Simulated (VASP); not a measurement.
A run of VASP 6.6.1 is set up as follows.

File INCAR:

```
PREC = Accurate
ENCUT = 520
EDIFF = 1E-7
ISMEAR = 0
SIGMA = 0.1
LREAL = F
LASPH = T
NELM = 60
ALGO = Normal
ISIF = 2
LWAVE = F
LCHARG = F
GGA = PE
NBANDS = 61
```

Contents of KPOINTS:

```
regular mesh
0
Gamma
  12 12 4
```

The input POSCAR:

```
Y2RhC3
1.0
    3.6146598218      0.0000000000      0.0000000000
   -1.8073299109      3.1303872317      0.0000000000
    0.0000000000      0.0000000000     15.2329069987
Y Rh C
4 2 6
Direct
    0.3333333333      0.6666666667      0.9101787382
    0.6666666667      0.3333333333      0.4101787382
    0.6666666667      0.3333333333      0.0898212618
    0.3333333333      0.6666666667      0.5898212618
    0.0000000000      0.0000000000      0.2500000000
    0.0000000000      0.0000000000      0.7500000000
    0.0000000000      0.0000000000      0.5000000000
    0.0000000000      0.0000000000      0.0000000000
    0.3333333333      0.6666666667      0.2952506436
    0.6666666667      0.3333333333      0.7952506436
    0.6666666667      0.3333333333      0.7047493564
    0.3333333333      0.6666666667      0.2047493564
```

Potentials or basis: VASP PAW PBE potentials, release 64 (Y_sv, Rh_pv, C).

Launch:

```sh
$ cat potpaw_PBE.64/Y_sv/POTCAR potpaw_PBE.64/Rh_pv/POTCAR potpaw_PBE.64/C/POTCAR > POTCAR
$ mpirun -np 1 vasp_std > vasp.out
```

(1) Predict the pressure.

(2) Estimate the largest force.

(3) Predict the band gap on the k mesh.

Answers

(1) 0.0 GPa.

(2) 0.091 eV/Å.

(3) zero (bands 49 and 50 overlap by 2.41 eV).
